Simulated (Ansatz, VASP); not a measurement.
**W in VASP and in Ansatz**

Contents of POSCAR:

```
W
1.0
   -1.5823450000      1.5823450000      1.5823450000
    1.5823450000     -1.5823450000      1.5823450000
    1.5823450000      1.5823450000     -1.5823450000
W
1
Direct
    0.0000000000      0.0000000000      0.0000000000
```

INCAR.step1

```
PREC = Accurate
ENCUT = 520
EDIFF = 1E-5
ISMEAR = -1
SIGMA = 0.05
LREAL = False
LASPH = True
NELM = 80
ALGO = Normal
ISIF = 2
LWAVE = True
LCHARG = False
GGA = PE
NBANDS = 13
```

Contents of INCAR.step2:

```
PREC = Accurate
ENCUT = 520
EDIFF = 1E-7
ISMEAR = -1
SIGMA = 0.05
LREAL = False
LASPH = True
NELM = 80
ALGO = Normal
ISIF = 2
LWAVE = False
LCHARG = False
METAGGA = R2SCAN
LHFCALC = True
AEXX = 0.25
LMIXTAU = True
PRECFOCK = Normal
ISTART = 1
NBANDS = 13
```

The input KPOINTS:

```
regular mesh
0
Gamma
  7 7 7
```

The input input.yaml:

```yaml
crystal:
  lattice:
    - [-1.582345, 1.582345, 1.582345]
    - [1.582345, -1.582345, 1.582345]
    - [1.582345, 1.582345, -1.582345]
  atoms:
    - { symbol: W, position: [0.0, 0.0, 0.0] }
hamiltonian:
  xc: r2scan0
  pseudopotentials: { kind: paw }
kpoints:
  mp_grid: { grid: [7, 7, 7] }
scf:
  occupations: { method: fermi_dirac, width: 0.05 }
  n_extra_bands: 6
output:
  forces: true
  stress: true
  eigenvalues: true
  dos: { projected: true, de: 0.05 }
```

Alike in both runs: functional r2SCAN0; k mesh 7 × 7 × 7; occupations fermi-dirac, width 0.05 eV; no spin polarisation.

|  | VASP | Ansatz |
| --- | --- | --- |
| version | VASP 6.6.1 | Ansatz 0.2.0 |
| potentials or method | VASP PAW PBE potentials, release 64 (W_sv) | Ansatz PAW |
| plane-wave cutoff (eV) | 520 | 500 |
| valence electrons in the cell | 14 | 14 |
| task | single point | projected density of states |

VASP gave:

* gap on the k mesh at the Fermi level (eV): none
* pressure (GPa): -1.1

Problem. Which values does Ansatz return?

Solution. gap on the k mesh at the Fermi level (eV): none; pressure (GPa): -0.9.

VASP's potentials were made for PBE, not for r2SCAN0. A gap of «none» marks a metal or a gap that the smearing closes.

The k mesh is coarse, so the values compare programs but aren't converged. Spin-orbit coupling is off throughout.
